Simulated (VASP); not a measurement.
Input of a VASP 6.6.1 run:

The input INCAR:

```
ALGO     = Normal         # electronic algorithm
EDIFF    = 1E-7           # SCF threshold, eV
ENCUT    = 520            # plane-wave cutoff, eV
GGA      = PE             # functional
ISIF     = 2              # what is computed and relaxed
ISMEAR   = 0              # smearing method
IVDW     = 13             # dispersion correction
LASPH    = True           # aspherical terms in the spheres
LCHARG   = True           # write CHGCAR
LELF     = True           # ELF
LREAL    = False          # projectors in reciprocal space
LVHAR    = True         
LWAVE    = False          # write WAVECAR
NBANDS   = 16             # bands
NELM     = 100            # most SCF steps
PREC     = Accurate       # precision mode
SIGMA    = 0.05           # smearing width, eV
```

File KPOINTS:

```
k-points
0
Gamma
  8 8 6
```

The input POSCAR:

```
Mg2C3
1.0
    2.3772175866     -2.3102964683      0.0018736208
    2.3772175866      2.3102964683      0.0018736208
   -1.2036751148      0.0000000000      4.8171115903
Mg C
2 3
Direct
    0.8090976491      0.8090976491      0.1995426463
    0.1909023509      0.1909023509      0.8004573537
    0.3009250121      0.3009250121      0.2612050244
    0.6990749879      0.6990749879      0.7387949756
    0.5000000000      0.5000000000      0.5000000000
```

Potentials or basis: VASP PAW PBE potentials, release 64 (Mg, C).

Command:

```sh
$ cat potpaw_PBE.64/Mg/POTCAR potpaw_PBE.64/C/POTCAR > POTCAR
$ mpirun -np 1 vasp_std > vasp.out
```

Predict the pressure.

2.1 GPa.

What does it give for the band gap on the k mesh?

1.67 eV (least direct gap 2.40 eV).

What does it give for the largest force?

0.050 eV/Å.

Stress tensor (GPa, compression positive):
```
2.08 0.00 0.25
0.00 2.00 0.00
0.25 0.00 2.31
```

A k mesh can miss the band edges. PBE gaps usually lie below the measured ones, often by a third to a half.
